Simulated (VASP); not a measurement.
Set up this calculation in VASP 6.6.1, as the native input.

| Property | Result |
| --- | --- |
| Task | single point |
| Functional | PBE |
| Potentials or basis | VASP PAW PBE potentials, release 64 (Al, P) |
| Cutoff | 500 eV |
| k mesh | 8 × 8 × 8 |
| Occupations | gaussian, width 0.01 eV |
| Spin | no spin polarisation |
| Dipole correction | no |
| Further INCAR settings | ALGO = Normal; EDIFF = 1e-06; NBANDS = 11 |

The structure of AlP lies in POSCAR:

```
AlP
1.0
    0.0000000000      2.7255000000      2.7255000000
    2.7255000000      0.0000000000      2.7255000000
    2.7255000000      2.7255000000      0.0000000000
Al P
1 1
Direct
    0.0000000000      0.0000000000      0.0000000000
    0.7500000000      0.7500000000      0.7500000000
```

One way to write it, as run:

INCAR

```
SYSTEM = AlP
  ALGO = Normal
  EDIFF = 1E-6
  ENCUT = 500
  GGA = PE
  GGA_COMPAT = .False.
  ISIF = 2
  ISMEAR = 0
  LASPH = .True.
  LCHARG = .False.
  LREAL = .False.
  LWAVE = .False.
  NBANDS = 11
  NELM = 120
  PREC = Accurate
  SIGMA = 0.01
```

KPOINTS

```
k-points
0
Gamma
  8 8 8
  0 0 0
```

Potentials or basis: VASP PAW PBE potentials, release 64 (Al, P).

Command:

```bash
$ cat potpaw_PBE.64/Al/POTCAR potpaw_PBE.64/P/POTCAR > POTCAR
$ mpirun -np 1 vasp_std > vasp.out
```

Results of the run:

The pressure is 2.6 GPa and the band gap on the k mesh is 1.57 eV (least direct gap 3.35 eV).

Run time: 5.6 s on 1 thread of Intel(R) Xeon(R) 6975P-C (Granite Rapids), with other jobs on the host, peak memory 0.14 GiB.
